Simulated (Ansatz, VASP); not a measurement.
## LiF in VASP and in Ansatz

The input POSCAR:

```
LiF
1.0
    2.6619143200      0.0000000000      0.0000000000
    0.0000000000      2.6619143200      0.0000000000
    0.0000000000      0.0000000000      2.5595330000
Li F
1 1
Direct
    0.0000000000      0.0000000000      0.0000000000
    0.5000000000      0.5000000000      0.5000000000
```

INCAR.step1

```
SYSTEM = LiF
  PREC = Accurate
  ENCUT = 520
  ISMEAR = 0
  SIGMA = 0.05
  LREAL = .FALSE.
  LASPH = .TRUE.
  NELM = 80
  NBANDS = 12
  GGA = PE
  ALGO = Normal
  EDIFF = 1E-4
  LWAVE = .TRUE.
  LCHARG = .FALSE.
```

The input INCAR.step2:

```
SYSTEM = LiF
  PREC = Accurate
  ENCUT = 520
  EDIFF = 1E-6
  ISMEAR = 0
  SIGMA = 0.05
  LREAL = .FALSE.
  LASPH = .TRUE.
  NELM = 80
  ALGO = Normal
  ISIF = 2
  LWAVE = .FALSE.
  LCHARG = .TRUE.
  METAGGA = R2SCAN
  LMIXTAU = .TRUE.
  LELF = .TRUE.
  LVHAR = .TRUE.
  NBANDS = 12
  ISTART = 1
```

KPOINTS

```
regular mesh
0
G
  10 10 10
  0 0 0
```

Input for Ansatz:

```yaml
crystal:
  lattice:
    - [2.66191432, 0.0, 0.0]
    - [0.0, 2.66191432, 0.0]
    - [0.0, 0.0, 2.559533]
  atoms:
    - { symbol: Li, position: [0.0, 0.0, 0.0] }
    - { symbol: F, position: [0.5, 0.5, 0.5] }
basis:
  ecutwfc: 500
kpoints:
  mp_grid: { grid: [10, 10, 10] }
hamiltonian:
  xc: r2scan
scf:
  occupations: { method: gaussian, width: 0.05 }
output:
  forces: true
  stress: true
  eigenvalues: true
```

Change from the starting cell: strain +0.040 along x and y, +0.000 along z, atoms carried along.

Alike in both runs: task single point; functional r2SCAN; k mesh 10 × 10 × 10; occupations gaussian, width 0.05 eV; no spin polarisation.

|  | VASP | Ansatz |
| --- | --- | --- |
| version | VASP 6.6.1 | Ansatz 0.2.0 |
| potentials or method | VASP PAW PBE potentials, release 64 (Li_sv, F), cutoff 520 eV | scalar-relativistic, plane waves, PAW |
| valence electrons in the cell | 10 | 10 |

Ansatz gave:

```
gap on the k mesh at the Fermi level (eV) : 7.64
least direct gap on the mesh (eV)         : 8.15
```

Task: Estimate VASP's values.

Result: gap on the k mesh at the Fermi level (eV): 7.81; least direct gap on the mesh (eV): 8.32.

VASP's potentials were made for PBE, not for r2SCAN.

Noted on VASP's run: the cutoff is under 1.25 times that of the potentials, so the pressure is a little rough.
